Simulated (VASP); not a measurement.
Here is a VASP 6.6.1 calculation.

The input INCAR:

```
PREC = Accurate ; ENCUT = 520
EDIFF = 1E-7 ; ISMEAR = -1
SIGMA = 0.08 ; LREAL = False
LASPH = True ; NELM = 150
ALGO = Normal ; ISIF = 2
LWAVE = False ; LCHARG = True
ISPIN = 2 ; MAGMOM = 4 0
LORBIT = 11 ; LMAXMIX = 4
GGA = PE ; LELF = True
LVHAR = True ; NBANDS = 20
```

KPOINTS

```
Automatic mesh
0
Gamma
  12 12 12
```

Contents of POSCAR:

```
MnAs
1.0
    0.0000000000      2.5612846038      2.5612846038
    2.5612846038      0.0000000000      2.5612846038
    2.5612846038      2.5612846038      0.0000000000
Mn As
1 1
Direct
    0.0000000000      0.0000000000      0.0000000000
    0.5000000000      0.5000000000      0.5000000000
```

Potentials or basis: VASP PAW PBE potentials, release 64 (Mn_pv, As).

Command:

```sh
$ cat potpaw_PBE.64/Mn_pv/POTCAR potpaw_PBE.64/As/POTCAR > POTCAR
$ mpirun -np 1 vasp_std > vasp.out
```

Problem. Predict the pressure.

Solution. 2.1 GPa.

Problem. What does it give for the site moments?

Solution. Mn +3.56; As -0.09 μB.

Problem. What does it give for the net moment?

Solution. 3.62 μB per cell.

Caveat: a cell with one magnetic atom can't hold antiferromagnetic order, which such compounds often take.
